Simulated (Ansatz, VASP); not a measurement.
**BAs: VASP beside Ansatz**

File INCAR:

```
  PREC = Accurate
  ENCUT = 520
  EDIFF = 1E-8
  ISMEAR = -1
  SIGMA = 0.01
  LREAL = False
  LASPH = True
  NELM = 60
  ALGO = Normal
  ISIF = 2
  LWAVE = False
  LCHARG = False
  LEFG = True
  NBANDS = 11
```

The input KPOINTS:

```
regular mesh
0
Gamma
  11 11 11
```

The input POSCAR:

```
BAs
1.0
    0.0000000000      2.4491361041      2.4491361041
    2.4491361041      0.0000000000      2.4491361041
    2.4491361041      2.4491361041      0.0000000000
B As
1 1
Direct
    0.7500000000      0.7500000000      0.7500000000
    0.0000000000      0.0000000000      0.0000000000
```

Input for Ansatz:

```yaml
crystal:
  lattice:
    - [0.0, 2.4491361041, 2.4491361041]
    - [2.4491361041, 0.0, 2.4491361041]
    - [2.4491361041, 2.4491361041, 0.0]
  atoms:
    - { symbol: B, position: [0.75, 0.75, 0.75] }
    - { symbol: As, position: [0.0, 0.0, 0.0] }
kpoints:
  mp_grid: { grid: [11, 11, 11] }
scf:
  occupations: { method: fermi_dirac, width: 0.01 }
hamiltonian:
  xc: lda
  pseudopotentials: { kind: paw }
output:
  forces: true
  stress: true
  eigenvalues: true
  efg: { contact_densities: true }
```

Change from the starting cell: volume scaled by 1.05, PAW files.

Alike in both runs: task electric field gradients; functional LDA; k mesh 11 × 11 × 11; occupations fermi-dirac, width 0.01 eV; no spin polarisation.

```csv
,VASP,Ansatz
version,VASP 6.6.1,Ansatz 0.2.0
potentials or method,"VASP PAW LDA potentials, release 64 (B, As)","PAW with Ansatz's default frozen-core files, scalar-relativistic"
plane-wave cutoff (eV),520,420
valence electrons in the cell,8,18
```

```csv
,VASP,Ansatz,Ansatz less VASP
gap on the k mesh at the Fermi level (eV),1.21,1.22,+0.006
pressure (GPa),-11.7,-12.3,-0.59
```

LDA's correlation is that of Perdew and Zunger in VASP and of Perdew and Wang (1992) in Ansatz. VASP's potentials hold 8 valence electrons a cell and Ansatz's 18, so a difference there can come from the potentials and not from the codes.
